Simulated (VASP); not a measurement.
Input of a VASP 6.6.1 run:

The input INCAR:

```
PREC     = Accurate       # precision mode
ENCUT    = 520            # plane-wave cutoff, eV
EDIFF    = 1E-7           # SCF threshold, eV
ISMEAR   = 0              # smearing method
SIGMA    = 0.15           # smearing width, eV
LREAL    = False          # projectors in reciprocal space
LASPH    = True           # aspherical terms in the spheres
NELM     = 60             # most SCF steps
ALGO     = Fast           # electronic algorithm
ISIF     = 2              # what is computed and relaxed
LWAVE    = False          # write WAVECAR
LCHARG   = False          # write CHGCAR
GGA      = PE             # functional
NBANDS   = 18             # bands
```

Contents of KPOINTS:

```
regular mesh
0
Gamma
  24 24 12
```

POSCAR

```
Cu
1.0
    2.4707442531      0.0000000000      0.0000000000
   -1.2353721265      2.1397272894      0.0000000000
    0.0000000000      0.0000000000      3.9069424500
Cu
2
Direct
    0.3333333333      0.6666666667      0.2500000000
    0.6666666667      0.3333333333      0.7500000000
```

Potentials or basis: VASP PAW PBE potentials, release 64 (Cu).

The run is started by

```bash
$ cat potpaw_PBE.64/Cu/POTCAR > POTCAR
$ mpirun -np 1 vasp_std > vasp.out
```

Q: Predict the band gap on the k mesh.

A: Zero (band 11 reaches 13.59 eV, above the bottom of band 12 at 7.21 eV).

Q: Estimate the pressure.

A: 30.6 GPa.

Stress tensor (GPa, compression positive):
```
27.28  0.00  0.00
 0.00 27.28  0.00
 0.00  0.00 37.36
```

Caveat: the cell differs from its parent crystal (strain -0.025 along x and y, -0.050 along z).
